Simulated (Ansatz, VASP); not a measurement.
## One calculation of AlN, two programs

```
Al N
1.0
     0.00000    2.18399    2.18399
     2.18399    0.00000    2.18399
     2.18399    2.18399    0.00000
Al N
1 1
Direct
  0.02974 0.02974 0.02974
  0.75000 0.75000 0.75000
```

Change from the starting cell: all Al atoms moved -0.225 Å, as atom 1 towards its neighbour atom 2 (N) at 1.891 Å.

Alike in both runs: task single point; functional r2SCAN; k mesh 10 × 10 × 10; occupations gaussian, width 0.05 eV; no spin polarisation.

|  | VASP | Ansatz |
| --- | --- | --- |
| version | VASP 6.6.1 | Ansatz 0.2.0 |
| potentials or method | VASP PAW PBE potentials, release 64 (Al, N), cutoff 520 eV | scalar-relativistic, plane waves, PAW |
| valence electrons in the cell | 8 | 8 |

|  | VASP | Ansatz | Ansatz less VASP |
| --- | --- | --- | --- |
| gap on the k mesh at the Fermi level (eV) | 3.26 | 3.27 | +0.009 |
| least direct gap on the mesh (eV) | 4.10 | 4.07 | -0.034 |
| pressure (GPa) | 4.4 | 4.7 | +0.29 |
| traceless stress, the component that is largest in VASP (GPa) | -5.04 | -4.93 | +0.107 |
| rms of the force components (eV/Å) | 1.121 | 1.111 | -0.0100 |

VASP's potentials were made for PBE, not for r2SCAN. Atom by atom the forces differ by 0.010 eV/Å (rms over components).
